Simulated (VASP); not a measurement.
A run of VASP 6.6.1:

File INCAR:

```
SYSTEM = BeTe
PREC = Accurate
ENCUT = 520
EDIFF = 1E-6
ISMEAR = 0
SIGMA = 0.01
LREAL = .FALSE.
LASPH = .TRUE.
NELM = 60
ALGO = Normal
ISIF = 2
LWAVE = .FALSE.
LCHARG = .FALSE.
GGA = PE
NBANDS = 11
```

KPOINTS

```
regular mesh
0
G
  8 8 8
  0 0 0
```

File POSCAR:

```
BeTe
1.0
    0.0000000000      2.7073185816      2.7073185816
    2.7073185816      0.0000000000      2.7073185816
    2.7073185816      2.7073185816      0.0000000000
Be Te
1 1
Direct
    0.0000000000      0.0000000000      0.0000000000
    0.2500000000      0.2500000000      0.2500000000
```

Potentials or basis: VASP PAW PBE potentials, release 64 (Be, Te).

Command:

```console
$ cat potpaw_PBE.64/Be/POTCAR potpaw_PBE.64/Te/POTCAR > POTCAR
$ mpirun -np 1 vasp_std > vasp.out
```

Hardware: 1 thread of Intel(R) Xeon(R) 6975P-C (Granite Rapids), with other jobs on the host.

How long does it take, and how much memory?

It took 4.8 s on 1 thread of Intel(R) Xeon(R) 6975P-C (Granite Rapids), with other jobs on the host, peak memory 0.16 GiB. Counts: scf iterations 11, k points 29.
